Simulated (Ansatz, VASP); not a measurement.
## One calculation of AgCl, two programs

The input INCAR:

```
SYSTEM = AgCl
ALGO = Normal ; EDIFF = 1E-8
ENCUT = 520 ; ISIF = 2
ISMEAR = -1 ; LASPH = .True.
LCHARG = .False. ; LEFG = .True.
LREAL = .False. ; LWAVE = .False.
NBANDS = 16 ; NELM = 80
PREC = Accurate ; SIGMA = 0.01
```

The input KPOINTS:

```
k-points
0
Gamma
  9 9 9
  0 0 0
```

POSCAR

```
AgCl
1.0
    0.0000000000      2.7726629968      2.7726629968
    2.7726629968      0.0000000000      2.7726629968
    2.7726629968      2.7726629968      0.0000000000
Ag Cl
1 1
Direct
    0.0000000000      0.0000000000      0.0000000000
    0.5000000000      0.5000000000      0.5000000000
```

Input for Ansatz:

```yaml
crystal:
  lattice:
    - [0.0, 2.7726629968, 2.7726629968]
    - [2.7726629968, 0.0, 2.7726629968]
    - [2.7726629968, 2.7726629968, 0.0]
  atoms:
    - { symbol: Ag, position: [0.0, 0.0, 0.0] }
    - { symbol: Cl, position: [0.5, 0.5, 0.5] }
kpoints:
  mp_grid: { grid: [9, 9, 9] }
  band_path:
    path:
      - [0.0, 0.0, 0.0]
      - [0.5, 0.0, 0.5]
      - [0.625, 0.25, 0.625]
      - [0.375, 0.375, 0.75]
      - [0.0, 0.0, 0.0]
      - [0.5, 0.5, 0.5]
      - [0.5, 0.25, 0.75]
      - [0.5, 0.0, 0.5]
    npoints: 5
scf:
  occupations: { method: fermi_dirac, width: 0.01 }
hamiltonian:
  xc: lda
  pseudopotentials: { kind: paw }
output:
  forces: true
  stress: true
  eigenvalues: true
  efg: { contact_densities: true }
```

Alike in both runs: task electric field gradients; functional LDA; k mesh 9 × 9 × 9; occupations fermi-dirac, width 0.01 eV; no spin polarisation.

|  | VASP | Ansatz |
| --- | --- | --- |
| version | VASP 6.6.1 | Ansatz 0.2.0 |
| potentials or method | VASP PAW LDA potentials, release 64 (Ag, Cl) | PAW with Ansatz's default frozen-core files, scalar-relativistic |
| plane-wave cutoff (eV) | 520 | 420 |
| valence electrons in the cell | 18 | 26 |

Ansatz gave:

* gap on the k mesh at the Fermi level (eV): 0.66
* pressure (GPa): -5.6

Question: Estimate VASP's values.

Answer: gap on the k mesh at the Fermi level (eV): 0.69; pressure (GPa): -5.6.

LDA's correlation is that of Perdew and Zunger in VASP and of Perdew and Wang (1992) in Ansatz. VASP's potentials hold 18 valence electrons a cell and Ansatz's 26, so a difference there can come from the potentials and not from the codes.
